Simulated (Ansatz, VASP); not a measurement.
Si2P3: VASP beside Ansatz

```
CELL_PARAMETERS angstrom
3.19363 0.00000 0.00000
0.00000 3.19745 0.00000
0.00000 0.00000 7.54578
ATOMIC_POSITIONS crystal
Si 0.00000 0.50000 0.95440
Si 0.50000 0.50000 0.53438
P 0.50000 0.00000 0.79451
P 0.50000 0.00000 0.14874
P 0.00000 0.00000 0.39598
```

Change from the starting cell: species swapped into the Er2Si3 type (Pmm2, No. 25).

Alike in both runs: functional PBE; k mesh 4 × 4 × 3; occupations gaussian, width 0.2 eV; no spin polarisation.

Ansatz relaxed the structure, and its values are those at the end. VASP's run is a single point on that final structure, the one shown.

```csv
,VASP,Ansatz
version,VASP 6.6.1,Ansatz 0.2.0
potentials or method,"VASP PAW PBE potentials, release 64 (Si, P), cutoff 500 eV","scalar-relativistic, plane waves, PAW"
valence electrons in the cell,23,23
```

VASP gave:

- gap on the k mesh at the Fermi level (eV): none
- pressure (GPa): -0.4
- rms of the force components (eV/Å): 0.029

Q: What did Ansatz give for the same quantities?

A: gap on the k mesh at the Fermi level (eV): none; pressure (GPa): -0.3; rms of the force components (eV/Å): 0.026.

A gap of «none» marks a metal or a gap that the smearing closes. The functional is the same, so the differences come from potentials, cutoffs and numerics.

The k mesh is coarse, so the values compare programs but aren't converged.
